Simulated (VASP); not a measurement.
Crystal: GaP.

```
CELL_PARAMETERS angstrom
0.00000 2.72525 2.72525
2.72525 0.00000 2.72525
2.72525 2.72525 0.00000
ATOMIC_POSITIONS crystal
Ga 0.00000 0.00000 0.00000
P 0.75000 0.75000 0.75000
```

Base run:

* Program: VASP 6.6.1
* Functional: PBEsol
* Dispersion: D3(BJ)
* Potentials or basis: VASP PAW PBE potentials, release 64 (Ga_d, P)
* Cutoff: 520 eV
* k mesh: 8 × 8 × 8
* Occupations: gaussian, width 0.05 eV
* Spin: no spin polarisation

Its results: band gap on the k mesh 1.52 eV, indirect (least direct gap 1.75 eV); pressure -2.8 GPa.

Task: After a change of settings the same cell gave: band gap on the k mesh 1.64 eV, indirect (least direct gap 1.83 eV); pressure 2.4 GPa. Which change was it?
A. functional from PBEsol to r2SCAN; dispersion from D3(BJ) to D4
B. functional from PBEsol to r2SCAN
C. functional from PBEsol to PBE; dispersion from D3(BJ) to none
D. functional from PBEsol to PBE; further incar settings from ALGO = Normal; EDIFF = 1e-06; NBANDS = 16 to ALGO = Normal; EDIFF = 1e-07; NBANDS = 16

Result: C.

Caveats: the PAW data sets were made with another functional, which shifts forces and pressure a little (some runs).
